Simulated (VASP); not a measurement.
Here is a VASP 6.6.1 calculation.

INCAR

```
SYSTEM = Sb
PREC = Accurate
ENCUT = 520
EDIFF = 1E-6
ISMEAR = -1
SIGMA = 0.1
LREAL = .FALSE.
LASPH = .TRUE.
NELM = 80
ALGO = Normal
ISIF = 2
LWAVE = .FALSE.
LCHARG = .FALSE.
GGA = CA
NBANDS = 12
```

The input KPOINTS:

```
Automatic mesh
0
G
  9 9 9
  0 0 0
```

The input POSCAR:

```
Sb
1.0
    0.0000000000      3.5428592163      3.5428592163
    3.5428592163      0.0000000000      3.5428592163
    3.5428592163      3.5428592163      0.0000000000
Sb
2
Direct
    0.1250000000      0.1250000000      0.1250000000
    0.8750000000      0.8750000000      0.8750000000
```

Potentials or basis: VASP PAW LDA potentials, release 64 (Sb).

Run with:

```sh
$ cat potpaw_LDA.64/Sb/POTCAR > POTCAR
$ mpirun -np 1 vasp_std > vasp.out
```

Q: Estimate the pressure.

A: -3.3 GPa.

Q: What does it give for the band gap on the k mesh?

A: Zero (band 5 reaches 3.63 eV, above the bottom of band 6 at 2.93 eV).

Caveat: spin-orbit coupling is left out, which moves the levels of the heavy elements.
